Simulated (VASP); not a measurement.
# SiO2 (Pnnm) in VASP: notebook, part 4 of 4

VASP 6.6.1. Earlier steps stand in the parts before.

## (6) Single point, r2SCAN (strain +0.0100 x Voigt [0, 1, 0, 0, 0, 0])

The input, POSCAR:

```
SiO2
1.0
    4.1854060871      0.0000000000      0.0000000000
    0.0000000000      4.2272601480      0.0000000000
    0.0000000000      0.0000000000      2.6687449852
Si O
2 4
Direct
    0.5000000000      0.5000000000      0.5000000000
    0.0000000000      0.0000000000      0.0000000000
    0.6938852015      0.6938852015      0.0000000000
    0.1938852015      0.8061147985      0.5000000000
    0.3061147985      0.3061147985      0.0000000000
    0.8061147985      0.1938852015      0.5000000000
```

The input, INCAR.step1:

```
SYSTEM = SiO2
PREC     = Accurate       ! precision mode
ENCUT    = 520            ! plane-wave cutoff, eV
ISMEAR   = 0              ! smearing method
SIGMA    = 0.05           ! smearing width, eV
LREAL    = .FALSE.        ! projectors in reciprocal space
LASPH    = .TRUE.         ! aspherical terms in the spheres
NELM     = 80             ! most SCF steps
NBANDS   = 25             ! bands
GGA      = PE             ! functional
ALGO     = Normal         ! electronic algorithm
EDIFF    = 1E-4           ! SCF threshold, eV
LWAVE    = .TRUE.         ! write WAVECAR
LCHARG   = .FALSE.        ! write CHGCAR
```

The input, INCAR.step2:

```
SYSTEM = SiO2
PREC     = Accurate       ! precision mode
ENCUT    = 520            ! plane-wave cutoff, eV
EDIFF    = 1E-6           ! SCF threshold, eV
ISMEAR   = 0              ! smearing method
SIGMA    = 0.05           ! smearing width, eV
LREAL    = .FALSE.        ! projectors in reciprocal space
LASPH    = .TRUE.         ! aspherical terms in the spheres
NELM     = 80             ! most SCF steps
ALGO     = Normal         ! electronic algorithm
ISIF     = 2              ! what is computed and relaxed
LWAVE    = .FALSE.        ! write WAVECAR
LCHARG   = .FALSE.        ! write CHGCAR
METAGGA  = R2SCAN         ! meta-GGA
LMIXTAU  = .TRUE.       
NBANDS   = 25             ! bands
ISTART   = 1
```

The input, KPOINTS:

```
regular mesh
0
G
  6 6 8
  0 0 0
```

Potentials or basis: VASP PAW PBE potentials, release 64 (Si, O).

Launch:

```
$ cat potpaw_PBE.64/Si/POTCAR potpaw_PBE.64/O/POTCAR > POTCAR
$ cp INCAR.step1 INCAR
$ mpirun -np 1 vasp_std > vasp.out
$ cp INCAR.step2 INCAR
$ mpirun -np 1 vasp_std > vasp.out
```

OUTCAR:

```text
SYSTEM = SiO2
   PREC = Accurate
   ENCUT = 520
   EDIFF = 1E-6
   ISMEAR = 0
   LREAL = .FALSE.
   LASPH = .TRUE.
   NELM = 80
   ISIF = 2
   METAGGA = R2SCAN
   ISTART = 1

 ion  position               nearest neighbor table
   1  0.500  0.500  0.500-   3 1.76   5 1.76   3 1.76   5 1.76   4 1.82   6 1.82
   2  0.000  0.000  0.000-   4 1.76   6 1.76   4 1.76   6 1.76   5 1.82   3 1.82
   3  0.694  0.694  0.000-   1 1.76   1 1.76   2 1.82
   4  0.194  0.806  0.500-   2 1.76   2 1.76   1 1.82
   5  0.306  0.306  0.000-   1 1.76   1 1.76   2 1.82
   6  0.806  0.194  0.500-   2 1.76   2 1.76   1 1.82

  LATTYP: Found a simple orthorhombic cell.
 ALAT       =     2.6687449852
 B/A-ratio  =     1.5683049937
 C/A-ratio  =     1.5839880436

  Lattice vectors:

 A1 = (   0.0000000000,   0.0000000000,   2.6687449852)
 A2 = (   4.1854060871,   0.0000000000,   0.0000000000)
 A3 = (   0.0000000000,   4.2272601480,   0.0000000000)

Analysis of symmetry for initial positions (statically):
=====================================================================
 Subroutine PRICEL returns:
 Original cell was already a primitive cell.

 Routine SETGRP: Setting up the symmetry group for a
 simple orthorhombic supercell.

 Subroutine GETGRP returns: Found  8 space group operations
 (whereof  4 operations were pure point group operations)
 out of a pool of  8 trial point group operations.

The static configuration has the point symmetry C_2h.
 The point group associated with its full space group is D_2h.

Analysis of symmetry for dynamics (positions and initial velocities):
=====================================================================
 Subroutine PRICEL returns:
 Original cell was already a primitive cell.

 Routine SETGRP: Setting up the symmetry group for a
 simple orthorhombic supercell.

 Subroutine GETGRP returns: Found  8 space group operations
 (whereof  4 operations were pure point group operations)
 out of a pool of  8 trial point group operations.

The dynamic configuration has the point symmetry C_2h.
[... 132 lines left out ...]
   LORBIT       =      0    0 simple, 1 ext, 2 COOP (PROOUT), +10 PAW based schemes
   METAGGA = R2SCAN    functional components
   LHFCALC =     F    Hartree Fock is set to
   AEXX    =    0.0000 exact exchange contribution
   IVDW    =     0    specifies the selected vdW correction
   LEPSILON=     F    determine dielectric tensor
   LRPA    =     F    only Hartree local field effects (RPA)
 non-spin polarized calculation
 Gauss-broadening in eV      SIGMA  =   0.05
  energy-cutoff  :      520.00
  volume of cell :       47.22
 maximum number of plane-waves:      1288
 NGX is ok and might be reduce to    32
   NGX = 15   NGY = 15   NGZ =  9

 number of electron      31.9999984 magnetization

 Free energy of the ion-electron system (eV)
  ---------------------------------------------------
  ext. energy  EPLUGINS =         0.00000000
  ---------------------------------------------------
  free energy    TOTEN  =       -58.77906803 eV

  energy without entropy =      -58.77906803  energy(sigma->0) =      -58.77906803

 E-fermi :   7.9546     XC(G=0): -12.8111

 val. band max:        7.6432158211   @ k =   0.0000   0.0000   0.0000
 cond. band min:      13.9837924059   @ k =   0.0000   0.0000   0.0000
 fundamental gap:      6.3405765848
 Fermi energy:         7.9546107699

 k-point     1 :       0.0000    0.0000    0.0000
  band No.  band energies     occupation
      1     -15.7854      2.00000
      2     -12.3044      2.00000
      3     -12.2230      2.00000
      4     -12.0169      2.00000
      5      -3.3247      2.00000
      6       1.1518      2.00000
[... 661 lines left out ...]
     24      21.6572      0.00000
     25      23.4375      0.00000

 [... further k-points ...]

------------------------ aborting loop because EDIFF is reached ----------------------------------------

  FORCE on cell =-STRESS in cart. coord.  units (eV):
  Direction    XX          YY          ZZ          XY          YZ          ZX
  --------------------------------------------------------------------------------------
  -------------------------------------------------------------------------------------
  Total       -0.5200454     -1.5873545     -0.2656840     -0.0000000      0.0000000      0.0000000
  in kB      -17.6460776    -53.8618007     -9.0151382     -0.0000000      0.0000000      0.0000000
  external PRESSURE =     -26.8410055 kB  Pullay stress =       0.0000000 kB

 VOLUME and BASIS-vectors are now :
 -----------------------------------------------------------------------------
  energy-cutoff  :      520.00
  volume of cell :       47.22
      direct lattice vectors                 reciprocal lattice vectors
     4.185406087  0.000000000  0.000000000     0.238925442  0.000000000  0.000000000
     0.000000000  4.227260148  0.000000000     0.000000000  0.236559844  0.000000000
     0.000000000  0.000000000  2.668744985     0.000000000  0.000000000  0.374707964

 POSITION                                       TOTAL-FORCE (eV/Angst)
 -----------------------------------------------------------------------------------
      2.09270      2.11363      1.33437        -0.000000     -0.000000      0.000000
      0.00000      0.00000      0.00000        -0.000000     -0.000000      0.000000
      2.90419      2.93323      0.00000        -0.033201     -0.084976     -0.000000
      0.81149      3.40766      1.33437        -0.033201      0.084976     -0.000000
      1.28121      1.29403      0.00000         0.033201      0.084976      0.000000
      3.37392      0.81960      1.33437         0.033201     -0.084976      0.000000
 -----------------------------------------------------------------------------------
    total drift:                                0.000000     -0.000000      0.000000

  FREE ENERGIE OF THE ION-ELECTRON SYSTEM (eV)
  ---------------------------------------------------
  free  energy   TOTEN  =       -58.7790680337 eV

  energy  without entropy=      -58.7790680337  energy(sigma->0) =      -58.77906803
```

OSZICAR.step1:

```text
N       E                     dE             d eps       ncg     rms          rms(c)
DAV:   1     0.136092624304E+03    0.13609E+03   -0.17561E+04  4048   0.123E+03
DAV:   2    -0.440293217951E+02   -0.18012E+03   -0.17296E+03  5070   0.279E+02
DAV:   3    -0.508578976142E+02   -0.68286E+01   -0.67998E+01  5358   0.518E+01
DAV:   4    -0.509016698117E+02   -0.43772E-01   -0.43760E-01  4654   0.483E+00
DAV:   5    -0.509020239977E+02   -0.35419E-03   -0.35413E-03  5390   0.409E-01    0.174E+01
DAV:   6    -0.462242792157E+02    0.46777E+01   -0.13185E+01  5049   0.244E+01    0.794E+00
DAV:   7    -0.462691833315E+02   -0.44904E-01   -0.78319E-01  5070   0.508E+00    0.291E+00
DAV:   8    -0.462830851456E+02   -0.13902E-01   -0.26632E-02  5003   0.141E+00    0.109E+00
DAV:   9    -0.462896940734E+02   -0.66089E-02   -0.98185E-03  5091   0.835E-01    0.263E-01
DAV:  10    -0.462898977567E+02   -0.20368E-03   -0.46083E-04  4999   0.155E-01    0.427E-02
DAV:  11    -0.462898798035E+02    0.17953E-04   -0.72555E-05  3109   0.636E-02
   1 F= -.46289880E+02 E0= -.46289880E+02  d E =-.110947E-10
```

Wall time 2.1 min (1 thread of Intel Xeon Platinum 8124M at 3.00GHz (Skylake/Cascade Lake), shared host); peak memory 0.2 GiB.

What came out:

```
Free energy            : -58.7791 eV
Pressure               : -2.7 GPa
Largest force          : 0.091 eV/Å
Band gap on the k mesh : 6.34 eV, direct
```

Forces on the atoms (eV/Å):
```
Si   0.000  0.000  0.000
Si   0.000  0.000  0.000
O   -0.033 -0.085  0.000
O   -0.033  0.085  0.000
O    0.033  0.085  0.000
O    0.033 -0.085  0.000
```

Caveat: the cell differs from its parent crystal (strain +0.0100 x Voigt [0, 1, 0, 0, 0, 0]); the PAW data sets were made with another functional, which shifts forces and pressure a little. A k mesh can miss the band edges.

## (7) The runs side by side

```csv
cell,gap on the mesh (eV),pressure (GPa),largest force (eV/Å)
"a = 4.185, b = 4.018, c = 2.669 Å, 6 atoms",7.17,14.5,0.43
"a = 4.185, b = 4.060, c = 2.669 Å, 6 atoms",7.01,10.7,0.33
"a = 4.185, b = 4.102, c = 2.669 Å, 6 atoms",6.84,7.0,0.23
"a = 4.185, b = 4.144, c = 2.669 Å, 6 atoms",6.68,3.6,0.13
"a = 4.185, b = 4.227, c = 2.669 Å, 6 atoms",6.34,-2.7,0.09
```

Alike in all rows: task single point; level r2SCAN; potentials or basis VASP PAW PBE potentials, release 64 (Si, O); no spin polarisation; k mesh 6 × 6 × 8; cutoff (eV) 520; smearing gaussian 0.05 eV.

Caveats: the PAW data sets were made with another functional, which shifts forces and pressure a little.

Absolute energies hang on the potentials; compare differences alone.
